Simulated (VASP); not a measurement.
Write the native input for VASP 6.6.1 that does the following.

```yaml
Task: relaxation of cell and atoms
Functional: PBE
Potentials_or_basis: VASP PAW PBE potentials, release 64 (Mo_sv, Ru_pv)
Cutoff: 600 eV
k_mesh: 4 × 4 × 4
Occupations: gaussian, width 0.1 eV
Spin: no spin polarisation
Dipole_correction: no
Further_INCAR_settings: ALGO = Normal; EDIFF = 1e-06; IBRION = 2; EDIFFG = -0.04; NSW = 90; ISIF = 3
```

The structure of MoRu2 lies in POSCAR:

```
MoRu2
1.0
    0.0000000000      3.7705795100      3.7705795100
    3.7705795100      0.0000000000      3.7705795100
    3.7705795100      3.7705795100      0.0000000000
Mo Ru
2 4
Direct
    0.2500000000      0.2500000000      0.2500000000
    0.0000000000      0.0000000000      0.0000000000
    0.6250000000      0.6250000000      0.6250000000
    0.6250000000      0.6250000000      0.1250000000
    0.6250000000      0.1250000000      0.6250000000
    0.1250000000      0.6250000000      0.6250000000
```

The input as run:

INCAR

```
SYSTEM = MoRu2
ALGO = Normal
EDIFF = 1E-6
EDIFFG = -0.04
ENCUT = 600
GGA = PE
IBRION = 2
ISIF = 3
ISMEAR = 0
LASPH = .TRUE.
LCHARG = .FALSE.
LREAL = .FALSE.
LWAVE = .FALSE.
NELM = 80
NSW = 90
PREC = Accurate
SIGMA = 0.1
```

KPOINTS

```
k-points
0
G
  4 4 4
  0 0 0
```

Potentials or basis: VASP PAW PBE potentials, release 64 (Mo_sv, Ru_pv).

The run is started by

```sh
$ cat potpaw_PBE.64/Mo_sv/POTCAR potpaw_PBE.64/Ru_pv/POTCAR > POTCAR
$ mpirun -np 1 vasp_std > vasp.out
```

It gave:

```yaml
Relaxed_volume: 15.02 Å³/atom
Relaxed_cell: a = 5.032 Å, b = 5.032 Å, c = 5.032 Å, α = 60.00°, β = 60.00°, γ = 60.00°
Space_group_after_relaxing_to_0.05_Å: Fd-3m (No. 227)
Energy_gained_by_relaxing: 338.3 meV/atom
Ionic_steps: 5
Pressure_after_relaxing: -0.2 GPa
Band_gap_on_the_k_mesh: zero (band 42 reaches 12.10 eV, above the bottom of band 43 at 11.59 eV)
```

Caveat: the k points lie up to 0.38 Å⁻¹ apart in the final cell; the volume moved by over 15 % at a fixed basis, so the end points are rough.

It took 3.5 min on 1 thread of AMD EPYC 9R45 96-Core Processor (Zen 5), on a shared host, peak memory 0.32 GiB.
